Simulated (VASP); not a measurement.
**TePb: single point with r2SCAN**

The system is TePb.

```xyz
2
Lattice="0.0000 3.3077 3.3077 3.3077 0.0000 3.3077 3.3077 3.3077 0.0000" Properties=species:S:1:pos:R:3 pbc="T T T"
Te    3.3077    3.3077    3.3077
Pb    0.0000    0.0000    0.0000
```

This cell differs from its parent crystal: strain +0.025 along x and y, +0.025 along z.

```json
{
 "Program": "VASP 6.6.1",
 "Task": "single point",
 "Functional": "r2SCAN",
 "Potentials or basis": "VASP PAW PBE potentials, release 64 (Te, Pb_d)",
 "Cutoff": "520 eV",
 "k mesh": "8 × 8 × 8",
 "Occupations": "gaussian, width 0.05 eV",
 "Spin": "no spin polarisation",
 "Dipole correction": "no",
 "Further INCAR settings": "ALGO = Normal; EDIFF = 1e-07; NBANDS = 17"
}
```

The pressure is -1.4 GPa and the band gap on the k mesh is 1.16 eV, direct.

Levels at points of the mesh, in eV from the valence-band top:
```tsv
k point	band 7	band 8	band 9	band 10	band 11	band 12	band 13	band 14
(0.00, 0.00, 0.00)	-5.81	-1.20	-1.20	-1.20	4.28	4.28	4.28	6.36
(0.50, 0.00, 0.00)	-8.52	-0.77	-0.77	0.00	1.16	1.60	1.60	8.86
(0.50, 0.50, 0.00)	-7.38	-4.12	-2.54	-2.54	3.90	5.58	5.58	6.76
```

Wall time 110 s on 1 thread of Intel(R) Xeon(R) Platinum 8259CL CPU @ 2.50GHz (Skylake/Cascade Lake), with other jobs on the host, peak memory 0.23 GiB.

Caveat: the cell differs from its parent crystal (strain +0.025 along x and y, +0.025 along z); the PAW data sets were made with another functional, which shifts forces and pressure a little; spin-orbit coupling is left out, which moves the levels of the heavy elements. A k mesh can miss the band edges.
